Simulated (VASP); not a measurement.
# LuH2 (Fm-3m) in VASP: further runs, part 2 of 2

VASP 6.6.1.

### Step 3. Relaxation of cell and atoms, PBEsol

This run uses another cell than the first one, of 10.62 Å³/atom.

Input file INCAR:

```
ALGO     = Normal         # electronic algorithm
EDIFF    = 1E-6           # SCF threshold, eV
EDIFFG   = -0.03          # ionic threshold
ENCUT    = 600            # plane-wave cutoff, eV
GGA      = PS             # functional
IBRION   = 2              # ionic algorithm
ISIF     = 3              # what is computed and relaxed
ISMEAR   = 0              # smearing method
LASPH    = T              # aspherical terms in the spheres
LCHARG   = F              # write CHGCAR
LREAL    = F              # projectors in reciprocal space
LWAVE    = F              # write WAVECAR
NELM     = 80             # most SCF steps
NSW      = 60             # ionic steps
PREC     = Accurate       # precision mode
SIGMA    = 0.02           # smearing width, eV
```

Input file KPOINTS:

```
k-points
0
Gamma
  8 8 8
```

Input file POSCAR:

```
LuH2
1.0
    0.0000000000      2.5165000000      2.5165000000
    2.5165000000      0.0000000000      2.5165000000
    2.5165000000      2.5165000000      0.0000000000
Lu H
1 2
Direct
    0.0000000000      0.0000000000      0.0000000000
    0.2500000000      0.2500000000      0.2500000000
    0.7500000000      0.7500000000      0.7500000000
```

Potentials or basis: VASP PAW PBE potentials, release 64 (Lu, H).

Started as:

```sh
> cat potpaw_PBE.64/Lu/POTCAR potpaw_PBE.64/H/POTCAR > POTCAR
> mpirun -np 1 vasp_std > vasp.out
```

OUTCAR:

```text
EDIFF = 1E-6
   EDIFFG = -0.03
   ENCUT = 600
   GGA = PS
   IBRION = 2
   ISIF = 3
   ISMEAR = 0
   LASPH = T
   LREAL = F
   NELM = 80
   NSW = 60
   PREC = Accurate

 ion  position               nearest neighbor table
   1  0.000  0.000  0.000-   3 2.18   3 2.18   3 2.18   2 2.18   2 2.18   2 2.18   3 2.18   2 2.18

   2  0.250  0.250  0.250-   1 2.18   1 2.18   1 2.18   1 2.18
   3  0.750  0.750  0.750-   1 2.18   1 2.18   1 2.18   1 2.18

  LATTYP: Found a face centered cubic cell.
 ALAT       =     5.0330000000

  Lattice vectors:

 A1 = (   0.0000000000,   2.5165000000,   2.5165000000)
 A2 = (   2.5165000000,   0.0000000000,   2.5165000000)
 A3 = (   2.5165000000,   2.5165000000,   0.0000000000)

Analysis of symmetry for initial positions (statically):
=====================================================================
 Subroutine PRICEL returns:
 Original cell was already a primitive cell.

 Routine SETGRP: Setting up the symmetry group for a
 face centered cubic supercell.

 Subroutine GETGRP returns: Found 48 space group operations
 (whereof 48 operations were pure point group operations)
 out of a pool of 48 trial point group operations.

The static configuration has the point symmetry O_h .

Analysis of symmetry for dynamics (positions and initial velocities):
=====================================================================
 Subroutine PRICEL returns:
 Original cell was already a primitive cell.

 Routine SETGRP: Setting up the symmetry group for a
 face centered cubic supercell.

 Subroutine GETGRP returns: Found 48 space group operations
 (whereof 48 operations were pure point group operations)
 out of a pool of 48 trial point group operations.

The dynamic configuration has the point symmetry O_h .

 Subroutine INISYM returns: Found 48 space group operations
 (whereof 48 operations are pure point group operations),
 and found     1 'primitive' translations

----------------------------------------------------------------------------------------

                                     Primitive cell

  volume of cell :      31.8728

  direct lattice vectors                    reciprocal lattice vectors
     0.000000000  2.516500000  2.516500000    -0.198688655  0.198688655  0.198688655
     2.516500000  0.000000000  2.516500000     0.198688655 -0.198688655  0.198688655
     2.516500000  2.516500000  0.000000000     0.198688655  0.198688655 -0.198688655

  length of vectors
     3.558868430  3.558868430  3.558868430     0.344138845  0.344138845  0.344138845

  position of ions in fractional coordinates (direct lattice)
     0.000000000  0.000000000  0.000000000
     0.250000000  0.250000000  0.250000000
     0.750000000  0.750000000  0.750000000

  ion indices of the primitive-cell ions
   primitive index   ion index
                 1           1
                 2           2
                 3           3

----------------------------------------------------------------------------------------

 KPOINTS: k-points
[... 98 lines left out ...]
   LRPA    =     F    only Hartree local field effects (RPA)
 conjugate gradient relaxation of ions
 non-spin polarized calculation
 Gauss-broadening in eV      SIGMA  =   0.02
  energy-cutoff  :      600.00
  volume of cell :       31.87
 maximum number of plane-waves:      1090
   NGX = 15   NGY = 15   NGZ = 15

--------------------------------------- Ionic step        1  -------------------------------------------

 number of electron      27.0000002 magnetization

 Free energy of the ion-electron system (eV)
  ---------------------------------------------------
  ext. energy  EPLUGINS =         0.00000000
  ---------------------------------------------------
  free energy    TOTEN  =       -13.67563253 eV

  energy without entropy =      -13.67464546  energy(sigma->0) =      -13.67513899

------------------------ aborting loop because EDIFF is reached ----------------------------------------

  FORCE on cell =-STRESS in cart. coord.  units (eV):
  Direction    XX          YY          ZZ          XY          YZ          ZX
  --------------------------------------------------------------------------------------
  -------------------------------------------------------------------------------------
  Total       -0.7283970     -0.7283970     -0.7283970      0.0000000     -0.0000000      0.0000000
  in kB      -36.6149068    -36.6149068    -36.6149068      0.0000000     -0.0000000      0.0000000
  external PRESSURE =     -36.6149068 kB  Pullay stress =       0.0000000 kB

 VOLUME and BASIS-vectors are now :
 -----------------------------------------------------------------------------
  energy-cutoff  :      600.00
  volume of cell :       31.87
      direct lattice vectors                 reciprocal lattice vectors
     0.000000000  2.516500000  2.516500000    -0.198688655  0.198688655  0.198688655
     2.516500000  0.000000000  2.516500000     0.198688655 -0.198688655  0.198688655
     2.516500000  2.516500000  0.000000000     0.198688655  0.198688655 -0.198688655

 POSITION                                       TOTAL-FORCE (eV/Angst)
 -----------------------------------------------------------------------------------
      0.00000      0.00000      0.00000         0.000000     -0.000000      0.000000
      1.25825      1.25825      1.25825        -0.000000     -0.000000     -0.000000
      3.77475      3.77475      3.77475         0.000000      0.000000      0.000000
 -----------------------------------------------------------------------------------
    total drift:                               -0.000000     -0.000000     -0.000000

  FREE ENERGIE OF THE ION-ELECTRON SYSTEM (eV)
  ---------------------------------------------------
  free  energy   TOTEN  =       -13.6756325269 eV

  energy  without entropy=      -13.6746454553  energy(sigma->0) =      -13.67513899

--------------------------------------- Ionic step        2  -------------------------------------------

 number of electron      26.9999998 magnetization

 Free energy of the ion-electron system (eV)
  ---------------------------------------------------
  ext. energy  EPLUGINS =         0.00000000
  ---------------------------------------------------
  free energy    TOTEN  =       -13.68999453 eV

  energy without entropy =      -13.68895488  energy(sigma->0) =      -13.68947471

 E-fermi :   2.7004     XC(G=0): -11.3642

 val. band max:        2.6911002676   @ k =   0.3750   0.2500   0.0000
 cond. band min:       2.7151681874   @ k =   0.5000   0.2500   0.1250
 fundamental gap:      0.0240679198
 Fermi energy:         2.7004127381

 k-point     1 :       0.0000    0.0000    0.0000
  band No.  band energies     occupation
      1     -53.3757      2.00000
      2     -23.8769      2.00000
      3     -23.8768      2.00000
      4     -23.8768      2.00000
      5      -6.7643      2.00000
      6      -2.4933      2.00000
[... 457 lines left out ...]
      4     -23.9789      2.00000
      5      -3.2573      2.00000
      6      -2.4788      2.00000
[... 9 lines left out ...]
     16       7.2991      0.00000
     17       8.9492      0.00000

 [... further k-points ...]
[... 5 lines left out ...]
  --------------------------------------------------------------------------------------
  -------------------------------------------------------------------------------------
  Total       -0.0785318     -0.0785318     -0.0785318     -0.0000000      0.0000000     -0.0000000
  in kB       -4.0896503     -4.0896503     -4.0896503     -0.0000000      0.0000000     -0.0000000
  external PRESSURE =      -4.0896503 kB  Pullay stress =       0.0000000 kB

 VOLUME and BASIS-vectors are now :
 -----------------------------------------------------------------------------
  energy-cutoff  :      600.00
  volume of cell :       30.77
      direct lattice vectors                 reciprocal lattice vectors
    -0.000000000  2.487023560  2.487023560    -0.201043532  0.201043532  0.201043532
     2.487023560 -0.000000000  2.487023560     0.201043532 -0.201043532  0.201043532
     2.487023560  2.487023560  0.000000000     0.201043532  0.201043532 -0.201043532

 POSITION                                       TOTAL-FORCE (eV/Angst)
 -----------------------------------------------------------------------------------
      2.48702      4.97405      2.48702         0.000000      0.000000      0.000000
      1.24351      1.24351      1.24351         0.000000      0.000000      0.000000
      3.73054      3.73054      3.73054        -0.000000     -0.000000     -0.000000
 -----------------------------------------------------------------------------------
    total drift:                                0.000000      0.000000      0.000000

  FREE ENERGIE OF THE ION-ELECTRON SYSTEM (eV)
  ---------------------------------------------------
  free  energy   TOTEN  =       -13.6899945281 eV

  energy  without entropy=      -13.6889548821  energy(sigma->0) =      -13.68947471

 reached required accuracy - stopping structural energy minimisation
```

Wall time 26 s (1 thread of Intel Xeon 6975P-C (Granite Rapids), shared host); peak memory 0.19 GiB.

Results:

```yaml
Free_energy: -13.6900 eV
Relaxed_volume: 10.26 Å³/atom
Relaxed_cell: a = 3.517 Å, b = 3.517 Å, c = 3.517 Å, α = 60.00°, β = 60.00°, γ = 60.00°
Space_group_after_relaxing_to_0.1_Å: Fm-3m (No. 225)
Energy_gained_by_relaxing: 4.8 meV/atom
Ionic_steps: 2
Pressure_after_relaxing: -0.4 GPa
Band_gap_on_the_k_mesh: zero (an odd number of electrons rules out a gap without spin polarisation)
```

The path:
```csv
step,energy change (eV),largest force (eV/Å),pressure (GPa),volume (Å³)
1,0.0000,0.0000,-3.66,31.87
2,-0.0144,0.0000,-0.41,30.77
```

Final structure:
```yaml
crystal:
  lattice:
    - [0.00000, 2.48702, 2.48702]
    - [2.48702, 0.00000, 2.48702]
    - [2.48702, 2.48702, 0.00000]
  atoms:
    - { symbol: Lu, position: [0.00000, 0.00000, 0.00000] }
    - { symbol: H, position: [0.25000, 0.25000, 0.25000] }
    - { symbol: H, position: [0.75000, 0.75000, 0.75000] }
```

Levels at points of the mesh, in eV from the Fermi level:
| k point | band 11 | band 12 | band 13 | band 14 | band 15 | band 16 |
| --- | --- | --- | --- | --- | --- | --- |
| (0.00, 0.00, 0.00) | -4.78 | -4.78 | -0.39 | 1.36 | 1.36 | 1.36 |
| (0.50, 0.00, 0.00) | -4.80 | -4.78 | -3.83 | 1.43 | 1.43 | 4.98 |
| (0.50, 0.50, 0.00) | -4.81 | -4.81 | -3.88 | -2.45 | 6.12 | 6.20 |

Caveat: the PAW data sets were made with another functional, which shifts forces and pressure a little; spin-orbit coupling is left out, which moves the levels of the heavy elements.
